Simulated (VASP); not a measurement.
Wanted: the native input for a VASP 6.6.1 run.

* Task: relaxation of cell and atoms
* Functional: PBE
* Potentials or basis: VASP PAW PBE potentials, release 64 (Cr_pv)
* Cutoff: 600 eV
* k mesh: 6 × 6 × 2
* Occupations: gaussian, width 0.1 eV
* Spin: no spin polarisation
* Dipole correction: no
* Further INCAR settings: ALGO = Fast; EDIFF = 1e-06; IBRION = 2; EDIFFG = -0.04; NSW = 90; ISIF = 3

The structure of Cr lies in POSCAR:

```
Cr
1.0
    2.8812770771      0.0000000000      0.0000000000
   -1.4406385386      2.4952591441      0.0000000000
    0.0000000000      0.0000000000      7.8473806572
Cr
4
Direct
    0.0000000000      0.0000000000      0.2500000000
    0.0000000000      0.0000000000      0.7500000000
    0.3333333333      0.6666666667      0.7500000000
    0.6666666667      0.3333333333      0.2500000000
```

The input as run:

INCAR

```
ALGO = Fast
EDIFF = 1E-6
EDIFFG = -0.04
ENCUT = 600
GGA = PE
IBRION = 2
ISIF = 3
ISMEAR = 0
LASPH = T
LCHARG = F
LREAL = F
LWAVE = F
NELM = 100
NSW = 90
PREC = Accurate
SIGMA = 0.1
```

KPOINTS

```
k-points
0
Gamma
  6 6 2
```

Potentials or basis: VASP PAW PBE potentials, release 64 (Cr_pv).

Run with:

```bash
$ cat potpaw_PBE.64/Cr_pv/POTCAR > POTCAR
$ mpirun -np 1 vasp_std > vasp.out
```

Results of the run:

* Relaxed volume: 13.84 Å³/atom
* Relaxed cell: a = 3.797 Å, b = 3.797 Å, c = 4.433 Å, α = 90.00°, β = 90.00°, γ = 120.00°
* Space group after relaxing (to 0.05 Å): P6_3/mmc (No. 194)
* Energy gained by relaxing: 4960.4 meV/atom
* Ionic steps: 20
* Pressure after relaxing: 0.0 GPa
* Band gap on the k mesh: zero (band 24 reaches 8.42 eV, above the bottom of band 25 at 8.23 eV)

Caveat: the k points lie up to 0.71 Å⁻¹ apart in the final cell; the run has no spin polarisation, though such a crystal can be magnetic.

Run time: 20 min on 1 thread of Intel(R) Xeon(R) Platinum 8259CL CPU @ 2.50GHz (Skylake/Cascade Lake), on a shared host, peak memory 0.2 GiB.
